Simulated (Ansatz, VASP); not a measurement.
## Two plane-wave programs on BiMo

The input POSCAR:

```
BiMo
1.0
    0.0000000000      2.8646362195      2.8646362195
    2.8646362195      0.0000000000      2.8646362195
    2.8646362195      2.8646362195      0.0000000000
Mo Bi
1 1
Direct
    0.5000000000      0.5000000000      0.5000000000
    0.0000000000      0.0000000000      0.0000000000
```

Contents of INCAR.step1:

```
PREC = Accurate
ENCUT = 520
ISMEAR = 0
SIGMA = 0.05
LREAL = False
LASPH = True
NELM = 60
NBANDS = 22
GGA = PE
ALGO = Normal
EDIFF = 1E-4
LWAVE = True
LCHARG = False
```

File INCAR.step2:

```
PREC = Accurate
ENCUT = 520
EDIFF = 1E-7
ISMEAR = 0
SIGMA = 0.05
LREAL = False
LASPH = True
NELM = 60
ALGO = Normal
ISIF = 2
LWAVE = False
LCHARG = True
METAGGA = R2SCAN
LMIXTAU = True
LELF = True
LVHAR = True
NBANDS = 22
ISTART = 1
```

Contents of KPOINTS:

```
Automatic mesh
0
Gamma
  10 10 10
```

Input for Ansatz:

```yaml
crystal:
  lattice:
    - [0.0, 2.8646362195, 2.8646362195]
    - [2.8646362195, 0.0, 2.8646362195]
    - [2.8646362195, 2.8646362195, 0.0]
  atoms:
    - { symbol: Mo, position: [0.5, 0.5, 0.5] }
    - { symbol: Bi, position: [0.0, 0.0, 0.0] }
basis:
  ecutwfc: 500
  ecutrho_ratio: 4
kpoints:
  mp_grid: { grid: [10, 10, 10] }
hamiltonian:
  xc: r2scan
scf:
  occupations: { method: gaussian, width: 0.05 }
output:
  forces: true
  stress: true
  eigenvalues: true
  write_density: true
  write_potential: true
  elf: true
  volumetric_format: npy
```

Alike in both runs: task single point; functional r2SCAN; k mesh 10 × 10 × 10; occupations gaussian, width 0.05 eV; no spin polarisation.

```csv
,VASP,Ansatz
version,VASP 6.6.1,Ansatz 0.2.0
potentials or method,"VASP PAW PBE potentials, release 64 (Mo_sv, Bi_d), cutoff 520 eV","scalar-relativistic, plane waves, PAW"
valence electrons in the cell,29,29
```

|  | VASP | Ansatz | Ansatz less VASP |
| --- | --- | --- | --- |
| gap on the k mesh at the Fermi level (eV) | none | none | - |
| pressure (GPa) | -3.8 | -4.1 | -0.28 |

VASP's potentials were made for PBE, not for r2SCAN. A gap of «none» marks a metal or a gap that the smearing closes. With one functional, cell and mesh, what is left measures potentials, basis and numerics.

Spin-orbit coupling is off throughout.
